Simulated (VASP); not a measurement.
# FeO (Fm-3m) in VASP: a series of runs

The runs below take FeO through single point, relaxation of cell and atoms, with PBE.

All numbers are computed with VASP 6.6.1; they aren't measurements. Logs are shortened: lines on timing, memory, paths and dates and some standing lists are left out, and cuts for length are marked.

**Experimental background.**

From “W\"ustite: Electric, thermodynamic and optical properties of FeO”, 2012, arxiv:1203.1201, for a bulk crystal of FeO: band gap 2.4 eV (optical).

The runs below are set against these values where they give the same quantity.

### 1 The cell of the first run

It takes space group Fm-3m (No. 225, cubic). The conventional cell has a = 4.309 Å, b = 4.309 Å, c = 4.309 Å, α = 90.00°, β = 90.00°, γ = 90.00°. Within 2.9 Å of Fe (site symmetry m-3m) lie 6 O at 2.15 Å. Within 2.9 Å of O (site symmetry m-3m) lie 6 Fe at 2.15 Å.

### 2 Single point, PBE, collinear spin, ferromagnetic start

Input file INCAR:

```
PREC = Accurate
ENCUT = 520
EDIFF = 1E-7
ISMEAR = -1
SIGMA = 0.05
LREAL = F
LASPH = T
NELM = 150
ALGO = Normal
ISIF = 2
LWAVE = F
LCHARG = T
ISPIN = 2
MAGMOM = 3 0
LORBIT = 11
LMAXMIX = 4
GGA = PE
LELF = T
LVHAR = T
NBANDS = 18
```

Input file KPOINTS:

```
regular mesh
0
Gamma
  11 11 11
```

Input file POSCAR:

```
FeO
1.0
    0.0000000000      2.1546222676      2.1546222676
    2.1546222676      0.0000000000      2.1546222676
    2.1546222676      2.1546222676      0.0000000000
Fe O
1 1
Direct
    0.0000000000      0.0000000000      0.0000000000
    0.5000000000      0.5000000000      0.5000000000
```

Potentials or basis: VASP PAW PBE potentials, release 64 (Fe, O).

Started as:

```console
cat potpaw_PBE.64/Fe/POTCAR potpaw_PBE.64/O/POTCAR > POTCAR
mpirun -np 1 vasp_std > vasp.out
```

OUTCAR:

```text
PREC = Accurate
   ENCUT = 520
   EDIFF = 1E-7
   ISMEAR = -1
   LREAL = F
   LASPH = T
   NELM = 150
   ISIF = 2
   ISPIN = 2
   LORBIT = 11
   GGA = PE

 ion  position               nearest neighbor table
   1  0.000  0.000  0.000-   2 2.15   2 2.15   2 2.15   2 2.15   2 2.15   2 2.15
   2  0.500  0.500  0.500-   1 2.15   1 2.15   1 2.15   1 2.15   1 2.15   1 2.15

  LATTYP: Found a face centered cubic cell.
 ALAT       =     4.3092445352

  Lattice vectors:

 A1 = (   0.0000000000,   2.1546222676,   2.1546222676)
 A2 = (   2.1546222676,   0.0000000000,   2.1546222676)
 A3 = (   2.1546222676,   2.1546222676,   0.0000000000)

Analysis of symmetry for initial positions (statically):
=====================================================================
 Subroutine PRICEL returns:
 Original cell was already a primitive cell.

 Routine SETGRP: Setting up the symmetry group for a
 face centered cubic supercell.

 Subroutine GETGRP returns: Found 48 space group operations
 (whereof 48 operations were pure point group operations)
 out of a pool of 48 trial point group operations.

The static configuration has the point symmetry O_h .

Analysis of symmetry for dynamics (positions and initial velocities):
=====================================================================
 Subroutine PRICEL returns:
 Original cell was already a primitive cell.

 Routine SETGRP: Setting up the symmetry group for a
 face centered cubic supercell.

 Subroutine GETGRP returns: Found 48 space group operations
 (whereof 48 operations were pure point group operations)
 out of a pool of 48 trial point group operations.

The dynamic configuration has the point symmetry O_h .

Analysis of structural, dynamic, and magnetic symmetry:
=====================================================================
 Subroutine PRICEL returns:
 Original cell was already a primitive cell.

 Routine SETGRP: Setting up the symmetry group for a
 face centered cubic supercell.

 Subroutine GETGRP returns: Found 48 space group operations
 (whereof 48 operations were pure point group operations)
 out of a pool of 48 trial point group operations.

The overall configuration has the point symmetry O_h .

 Subroutine INISYM returns: Found 48 space group operations
 (whereof 48 operations are pure point group operations),
 and found     1 'primitive' translations

----------------------------------------------------------------------------------------

                                     Primitive cell

  volume of cell :      20.0052
[... 111 lines left out ...]
  Fermi-wavevector in a.u.,A,eV,Ry     =   1.453460  2.746641 28.742926  2.112545
  Thomas-Fermi vector in A             =   2.570724
   LORBIT       =     11    0 simple, 1 ext, 2 COOP (PROOUT), +10 PAW based schemes
   GGA     = PE    functional components
   LHFCALC =     F    Hartree Fock is set to
   AEXX    =    0.0000 exact exchange contribution
   IVDW    =     0    specifies the selected vdW correction
   LEPSILON=     F    determine dielectric tensor
   LRPA    =     F    only Hartree local field effects (RPA)
 spin polarized calculation
  energy-cutoff  :      520.00
  volume of cell :       20.01
 maximum number of plane-waves:       556
   NGX = 11   NGY = 11   NGZ = 11

 number of electron      13.9999998 magnetization       4.0001517

 Free energy of the ion-electron system (eV)
  ---------------------------------------------------
  ext. energy  EPLUGINS =         0.00000000
  ---------------------------------------------------
  free energy    TOTEN  =       -14.93591048 eV

  energy without entropy =      -14.92403608  energy(sigma->0) =      -14.92997328

 E-fermi :   6.2117     XC(G=0): -12.1697

 val. band max:        6.2076283788   @ k =  -0.2727   0.3636   0.0909
 cond. band min:       6.2131549908   @ k =  -0.3636   0.2727   0.0909
 fundamental gap:      0.0055266120
 Fermi energy:         6.2116888693

 spin component 1

 k-point     1 :       0.0000    0.0000    0.0000
  band No.  band energies     occupation
      1     -14.5177      1.00000
      2       2.3402      1.00000
      3       2.3402      1.00000
      4       2.3402      1.00000
      5       2.4125      1.00000
      6       2.4125      1.00000
[... 493 lines left out ...]
     17      32.7440      0.00000
     18      34.5028      0.00000

 [... further k-points ...]

 spin component 2

 k-point     1 :       0.0000    0.0000    0.0000
  band No.  band energies     occupation
      1     -13.9843      1.00000
      2       2.9715      1.00000
      3       2.9715      1.00000
      4       2.9715      1.00000
      5       5.4782      1.00000
      6       5.4784      1.00000
[... 493 lines left out ...]
     17      33.5277      0.00000
     18      35.2585      0.00000

 [... further k-points ...]

------------------------ aborting loop because EDIFF is reached ----------------------------------------

  FORCE on cell =-STRESS in cart. coord.  units (eV):
  Direction    XX          YY          ZZ          XY          YZ          ZX
  --------------------------------------------------------------------------------------
  -------------------------------------------------------------------------------------
  Total        0.0166462      0.0166462      0.0166462      0.0000000      0.0000000      0.0000000
  in kB        1.3331584      1.3331584      1.3331584      0.0000000      0.0000000      0.0000000
  external PRESSURE =       1.3331584 kB  Pullay stress =       0.0000000 kB

 VOLUME and BASIS-vectors are now :
 -----------------------------------------------------------------------------
  energy-cutoff  :      520.00
  volume of cell :       20.01
      direct lattice vectors                 reciprocal lattice vectors
     0.000000000  2.154622268  2.154622268    -0.232059237  0.232059237  0.232059237
     2.154622268  0.000000000  2.154622268     0.232059237 -0.232059237  0.232059237
     2.154622268  2.154622268  0.000000000     0.232059237  0.232059237 -0.232059237

 POSITION                                       TOTAL-FORCE (eV/Angst)
 -----------------------------------------------------------------------------------
      0.00000      0.00000      0.00000         0.000000      0.000000      0.000000
      2.15462      2.15462      2.15462        -0.000000     -0.000000     -0.000000
 -----------------------------------------------------------------------------------
    total drift:                                0.000000     -0.000000      0.000000

  FREE ENERGIE OF THE ION-ELECTRON SYSTEM (eV)
  ---------------------------------------------------
  free  energy   TOTEN  =       -14.9359104802 eV

  energy  without entropy=      -14.9240360829  energy(sigma->0) =      -14.92997328

 total charge

# of ion       s       p       d       tot
------------------------------------------
    1        0.288   0.359   6.087   6.733
    2        1.556   3.438   0.000   4.995
--------------------------------------------------
tot          1.844   3.797   6.087  11.728

 magnetization (x)

# of ion       s       p       d       tot
------------------------------------------
    1        0.027   0.021   3.570   3.618
    2        0.030   0.272   0.000   0.302
--------------------------------------------------
tot          0.057   0.293   3.570   3.920
```

OSZICAR:

```text
N       E                     dE             d eps       ncg     rms          rms(c)
DAV:   1     0.681908478818E+02    0.68191E+02   -0.66849E+03  4362   0.895E+02
DAV:   2    -0.129496412905E+02   -0.81140E+02   -0.68594E+02  4168   0.204E+02
DAV:   3    -0.173242380315E+02   -0.43746E+01   -0.42589E+01  4778   0.512E+01
DAV:   4    -0.173557011929E+02   -0.31463E-01   -0.31414E-01  4880   0.412E+00
DAV:   5    -0.173559134027E+02   -0.21221E-03   -0.21219E-03  4820   0.351E-01    0.176E+01
DAV:   6    -0.155848138123E+02    0.17711E+01   -0.14964E+01  5346   0.555E+01    0.200E+01
DAV:   7    -0.149708367217E+02    0.61398E+00   -0.29870E+00  5208   0.330E+01    0.944E+00
DAV:   8    -0.149546370493E+02    0.16200E-01   -0.16426E-01  4980   0.412E+00    0.531E+00
DAV:   9    -0.149387597022E+02    0.15877E-01   -0.68019E-02  6376   0.404E+00    0.107E+00
DAV:  10    -0.149356114675E+02    0.31482E-02   -0.18656E-02  5528   0.278E+00    0.163E-01
DAV:  11    -0.149358856973E+02   -0.27423E-03   -0.24189E-03  5088   0.434E-01    0.629E-02
DAV:  12    -0.149358930218E+02   -0.73245E-05   -0.34681E-05  5010   0.547E-02    0.421E-02
DAV:  13    -0.149359082459E+02   -0.15224E-04   -0.22731E-05  5394   0.527E-02    0.146E-02
DAV:  14    -0.149359108020E+02   -0.25561E-05   -0.29640E-06  4456   0.144E-02    0.651E-03
DAV:  15    -0.149359105759E+02    0.22610E-06   -0.31147E-07  4860   0.512E-03    0.305E-03
DAV:  16    -0.149359104802E+02    0.95698E-07   -0.23328E-07  4300   0.516E-03
   1 F= -.14935910E+02 E0= -.14929973E+02  d E =-.118744E-01  mag=     4.0002
```

Run time: 19 s. Hardware: 1 thread of Intel Xeon 6975P-C (Granite Rapids), shared host; peak memory 0.16 GiB.

What came out:

```yaml
Free_energy: -14.9359 eV
Pressure: 0.1 GPa
Band_gap_on_the_k_mesh: zero (filled and empty bands overlap)
Net_moment: 4.00 μB per cell
Site_moments: Fe +3.62; O +0.30 μB
Valence_electrons_inside_the_program's_atomic_spheres: Fe 6.73; O 5.00
```

Caveat: a cell with one magnetic atom can't hold antiferromagnetic order, which such compounds often take; semilocal functionals often make such compounds metallic where correlation or magnetic order opens a gap, which also shifts bond lengths.

### 3 Relaxation of cell and atoms, PBE, collinear spin, ferromagnetic start

Input file INCAR:

```
ALGO = Normal
EDIFF = 1E-6
EDIFFG = -0.01
ENCUT = 600
GGA = PE
IBRION = 2
ISIF = 3
ISMEAR = -1
ISPIN = 2
LASPH = True
LCHARG = False
LMAXMIX = 4
LORBIT = 11
LREAL = False
LWAVE = False
MAGMOM = 3 0
NELM = 150
NSW = 60
PREC = Accurate
SIGMA = 0.05
```

Input file KPOINTS:

```
k-points
0
Gamma
  11 11 11
```

Input file POSCAR:

```
FeO
1.0
    0.0000000000      2.1554001600      2.1554001600
    2.1554001600      0.0000000000      2.1554001600
    2.1554001600      2.1554001600      0.0000000000
Fe O
1 1
Direct
    0.0000000000      0.0000000000      0.0000000000
    0.5000000000      0.5000000000      0.5000000000
```

Potentials or basis: VASP PAW PBE potentials, release 64 (Fe, O).

Started as:

```console
cat potpaw_PBE.64/Fe/POTCAR potpaw_PBE.64/O/POTCAR > POTCAR
mpirun -np 1 vasp_std > vasp.out
```

OUTCAR:

```text
EDIFF = 1E-6
   EDIFFG = -0.01
   ENCUT = 600
   GGA = PE
   IBRION = 2
   ISIF = 3
   ISMEAR = -1
   ISPIN = 2
   LASPH = True
   LORBIT = 11
   LREAL = False
   NELM = 150
   NSW = 60
   PREC = Accurate

 ion  position               nearest neighbor table
   1  0.000  0.000  0.000-   2 2.16   2 2.16   2 2.16   2 2.16   2 2.16   2 2.16
   2  0.500  0.500  0.500-   1 2.16   1 2.16   1 2.16   1 2.16   1 2.16   1 2.16

  LATTYP: Found a face centered cubic cell.
 ALAT       =     4.3108003200

  Lattice vectors:

 A1 = (   0.0000000000,   2.1554001600,   2.1554001600)
 A2 = (   2.1554001600,   0.0000000000,   2.1554001600)
 A3 = (   2.1554001600,   2.1554001600,   0.0000000000)

Analysis of symmetry for initial positions (statically):
=====================================================================
 Subroutine PRICEL returns:
 Original cell was already a primitive cell.

 Routine SETGRP: Setting up the symmetry group for a
 face centered cubic supercell.

 Subroutine GETGRP returns: Found 48 space group operations
 (whereof 48 operations were pure point group operations)
 out of a pool of 48 trial point group operations.

The static configuration has the point symmetry O_h .

Analysis of symmetry for dynamics (positions and initial velocities):
=====================================================================
 Subroutine PRICEL returns:
 Original cell was already a primitive cell.

 Routine SETGRP: Setting up the symmetry group for a
 face centered cubic supercell.

 Subroutine GETGRP returns: Found 48 space group operations
 (whereof 48 operations were pure point group operations)
 out of a pool of 48 trial point group operations.

The dynamic configuration has the point symmetry O_h .

Analysis of structural, dynamic, and magnetic symmetry:
=====================================================================
 Subroutine PRICEL returns:
 Original cell was already a primitive cell.

 Routine SETGRP: Setting up the symmetry group for a
 face centered cubic supercell.

 Subroutine GETGRP returns: Found 48 space group operations
 (whereof 48 operations were pure point group operations)
 out of a pool of 48 trial point group operations.

The overall configuration has the point symmetry O_h .

 Subroutine INISYM returns: Found 48 space group operations
[... 150 lines left out ...]
  Direction    XX          YY          ZZ          XY          YZ          ZX
  --------------------------------------------------------------------------------------
  -------------------------------------------------------------------------------------
  Total       -0.0454930     -0.0454930     -0.0454930      0.0000000      0.0000000      0.0000000
  in kB       -3.6394948     -3.6394948     -3.6394948      0.0000000      0.0000000      0.0000000
  external PRESSURE =      -3.6394948 kB  Pullay stress =       0.0000000 kB
[... 59 lines left out ...]
--------------------------------------- Ionic step        3  -------------------------------------------

 number of electron      13.9999998 magnetization       4.0001306

 Free energy of the ion-electron system (eV)
  ---------------------------------------------------
  ext. energy  EPLUGINS =         0.00000000
  ---------------------------------------------------
  free energy    TOTEN  =       -14.93784132 eV

  energy without entropy =      -14.92597724  energy(sigma->0) =      -14.93190928

 E-fermi :   6.2170     XC(G=0): -12.1723

 val. band max:        6.2129502531   @ k =  -0.2727   0.3636   0.0909
 cond. band min:       6.2184825124   @ k =  -0.3636   0.2727   0.0909
 fundamental gap:      0.0055322593
 Fermi energy:         6.2170373110

 spin component 1

 k-point     1 :       0.0000    0.0000    0.0000
  band No.  band energies     occupation
      1     -14.5171      1.00000
      2       2.3450      1.00000
      3       2.3450      1.00000
      4       2.3450      1.00000
      5       2.4154      1.00000
      6       2.4154      1.00000
      7       2.4154      1.00000
      8       2.5421      1.00000
      9       2.5421      1.00000
     10       6.3172      0.11879
     11      21.6920      0.00000
     12      23.2668      0.00000
     13      23.2668      0.00000
[... 356 lines left out ...]
      2      -1.0498      1.00000
      3       0.0270      1.00000
      4       0.5238      1.00000
      5       2.6968      1.00000
      6       2.9758      1.00000
      7       3.5687      1.00000
      8       3.6215      1.00000
      9       5.4904      1.00000
     10       9.9631      0.00000
     11      16.7857      0.00000
     12      18.0206      0.00000
     13      21.1842      0.00000

 [... further k-points ...]

 spin component 2

 k-point     1 :       0.0000    0.0000    0.0000
  band No.  band energies     occupation
      1     -13.9837      1.00000
      2       2.9745      1.00000
      3       2.9745      1.00000
      4       2.9745      1.00000
      5       5.4829      1.00000
      6       5.4832      1.00000
      7       5.4832      1.00000
      8       6.4117      0.01998
      9       6.4120      0.01985
     10       7.1192      0.00000
     11      21.6416      0.00000
     12      24.1560      0.00000
     13      24.1560      0.00000
[... 397 lines left out ...]
  FREE ENERGIE OF THE ION-ELECTRON SYSTEM (eV)
  ---------------------------------------------------
  free  energy   TOTEN  =       -14.9378413247 eV

  energy  without entropy=      -14.9259772435  energy(sigma->0) =      -14.93190928

 reached required accuracy - stopping structural energy minimisation

 total charge

# of ion       s       p       d       tot
------------------------------------------
    1        0.288   0.359   6.087   6.734
    2        1.553   3.440   0.000   4.993
--------------------------------------------------
tot          1.841   3.800   6.087  11.727

 magnetization (x)

# of ion       s       p       d       tot
------------------------------------------
    1        0.027   0.021   3.570   3.618
    2        0.030   0.272   0.000   0.302
--------------------------------------------------
tot          0.057   0.293   3.570   3.920
```

It took 22 s on 1 thread of Intel Xeon 6975P-C (Granite Rapids), shared host; peak memory 0.17 GiB.

Results:

- Free energy: -14.9378 eV
- Relaxed volume: 10.00 Å³/atom
- Relaxed cell: a = 3.047 Å, b = 3.047 Å, c = 3.047 Å, α = 60.00°, β = 60.00°, γ = 60.00°
- Space group after relaxing (to 0.1 Å): Fm-3m (No. 225)
- Energy gained by relaxing: 0.0 meV/atom
- Ionic steps: 3
- Pressure after relaxing: 0.0 GPa
- Band gap on the k mesh: zero (filled and empty bands overlap)
- Net moment: 4.00 μB per cell
- Site moments: Fe +3.62; O +0.30 μB
- Valence electrons inside the program's atomic spheres: Fe 6.73; O 4.99

Final structure:
```cif
data_structure
_symmetry_space_group_name_H-M 'P 1'
_symmetry_Int_Tables_number 1
_cell_length_a 3.0465
_cell_length_b 3.0465
_cell_length_c 3.0465
_cell_angle_alpha 60.000
_cell_angle_beta 60.000
_cell_angle_gamma 60.000
_cell_volume 19.99
loop_
_atom_site_label
_atom_site_type_symbol
_atom_site_fract_x
_atom_site_fract_y
_atom_site_fract_z
_atom_site_occupancy
Fe1 Fe 0.00000 0.00000 0.00000 1
O1 O 0.50000 0.50000 0.50000 1
```

Levels at points of the mesh, in eV from the Fermi level:
Spin up:
| k point | band 7 | band 8 | band 9 | band 10 | band 11 | band 12 |
| --- | --- | --- | --- | --- | --- | --- |
| (0.00, 0.00, 0.00) | -3.80 | -3.67 | -3.67 | 0.10 | 15.47 | 17.05 |
Spin down:
```
           k point  band 3  band 4  band 5  band 6  band 7  band 8
(0.00, 0.00, 0.00)   -3.24   -3.24   -0.73   -0.73   -0.73    0.19
```

Caveat: a cell with one magnetic atom can't hold antiferromagnetic order, which such compounds often take; semilocal functionals often make such compounds metallic where correlation or magnetic order opens a gap, which also shifts bond lengths. With open d or f shells a metallic result of PBE can be an artefact of self-interaction; +U or a hybrid may open a gap.

### 4 Against experiment

Step 2. A measured gap of FeO is 2.4 eV (optical; quoted in “W\"ustite: Electric, thermodynamic and optical properties of FeO”, 2012, arxiv:1203.1201); the calculated 0.00 eV misses it by -2.40 eV. So large a miss can be the level of theory's own, or it may mean another phase, state or a wrong row. The value is that of PBE on a finite k mesh, which can miss the band edges, without temperature or zero-point motion. Semilocal functionals fall short of measured gaps as a rule. The run's magnetic order (collinear spin, ferromagnetic start) needn't be the measured crystal's.
